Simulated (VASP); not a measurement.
Set up this calculation in VASP 6.6.1, as the native input.

| Item | Value |
| --- | --- |
| Task | single point |
| Functional | PBEsol |
| Potentials or basis | VASP PAW PBE potentials, release 64 (Be, Te) |
| Cutoff | 600 eV |
| k mesh | 8 × 8 × 8 |
| Occupations | gaussian, width 0.05 eV |
| Spin | no spin polarisation |
| Dipole correction | no |
| Further INCAR settings | ALGO = Normal; EDIFF = 1e-06; NBANDS = 11 |

The structure of BeTe lies in POSCAR:

```
BeTe
1.0
    0.0000000000      2.7837566166      2.7837566166
    2.7837566166      0.0000000000      2.7837566166
    2.7837566166      2.7837566166      0.0000000000
Be Te
1 1
Direct
    0.0000000000      0.0000000000      0.0000000000
    0.7500000000      0.7500000000      0.7500000000
```

This cell differs from its parent crystal: volume scaled by 0.98.

These files were run (other wordings do the same):

INCAR

```
SYSTEM = BeTe
PREC = Accurate ; ENCUT = 600
EDIFF = 1E-6 ; ISMEAR = 0
SIGMA = 0.05 ; LREAL = .FALSE.
LASPH = .TRUE. ; NELM = 120
ALGO = Normal ; ISIF = 2
LWAVE = .FALSE. ; LCHARG = .FALSE.
GGA = PS ; NBANDS = 11
GGA_COMPAT = .FALSE.
```

KPOINTS

```
regular mesh
0
G
  8 8 8
  0 0 0
```

Potentials or basis: VASP PAW PBE potentials, release 64 (Be, Te).

Run with:

```console
$ cat potpaw_PBE.64/Be/POTCAR potpaw_PBE.64/Te/POTCAR > POTCAR
$ mpirun -np 1 vasp_std > vasp.out
```

Results of the run:

| Property | Result |
| --- | --- |
| Pressure | 1.5 GPa |
| Band gap on the k mesh | 1.77 eV, indirect (least direct gap 3.57 eV) |

Caveat: the PAW data sets were made with another functional, which shifts forces and pressure a little; spin-orbit coupling is left out, which moves the levels of the heavy elements.

It took 7.3 s on 1 thread of Intel(R) Xeon(R) 6975P-C (Granite Rapids), on a shared host, peak memory 0.17 GiB.
